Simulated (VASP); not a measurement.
Crystal: CdSe.

```
CELL_PARAMETERS angstrom
0.00000 3.04416 3.04416
3.04416 0.00000 3.04416
3.04416 3.04416 0.00000
ATOMIC_POSITIONS crystal
Cd 0.00000 0.00000 0.00000
Se 0.25000 0.25000 0.25000
```

This cell differs from its parent crystal: strain -0.8%.

Base run:

* Program: VASP 6.6.1
* Functional: PBE
* Potentials or basis: VASP PAW PBE potentials, release 64 (Cd, Se)
* Cutoff: 520 eV
* k mesh: 8 × 8 × 8
* Occupations: fermi-dirac, width 0.02 eV
* Spin: no spin polarisation

Its results: band gap on the k mesh 0.60 eV, direct; pressure 3.0 GPa.

The run is repeated on the same cell with these changes: functional from PBE to r2SCAN; occupations from fermi-dirac, width 0.02 eV to gaussian, width 0.01 eV. What comes out?

Band gap on the k mesh 1.08 eV, direct; pressure 1.5 GPa.

Caveats: the PAW data sets were made with another functional, which shifts forces and pressure a little (some runs).

